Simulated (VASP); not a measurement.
Input of a VASP 6.6.1 run:

File INCAR:

```
PREC = Accurate ; ENCUT = 520
EDIFF = 1E-6 ; ISMEAR = -1
SIGMA = 0.1 ; LREAL = False
LASPH = True ; NELM = 100
ALGO = Normal ; ISIF = 2
LWAVE = False ; LCHARG = False
GGA = PS ; NBANDS = 28
```

File KPOINTS:

```
regular mesh
0
Gamma
  4 4 4
```

The input POSCAR:

```
RbSr3
1.0
    6.0761368441      0.0000000000      0.0000000000
    0.0000000000      6.0761368441      0.0000000000
    0.0000000000      0.0000000000      6.0761368441
Rb Sr
1 3
Direct
    0.0000000000      0.0000000000      0.0000000000
    0.0000000000      0.5000000000      0.5000000000
    0.5000000000      0.0000000000      0.5000000000
    0.5000000000      0.5000000000      0.0000000000
```

Potentials or basis: VASP PAW PBE potentials, release 64 (Rb_sv, Sr_sv).

Command:

```console
$ cat potpaw_PBE.64/Rb_sv/POTCAR potpaw_PBE.64/Sr_sv/POTCAR > POTCAR
$ mpirun -np 1 vasp_std > vasp.out
```

(1) Estimate the pressure.

Results:

(1) 0.3 GPa.

Caveat: the PAW data sets were made with another functional, which shifts forces and pressure a little.
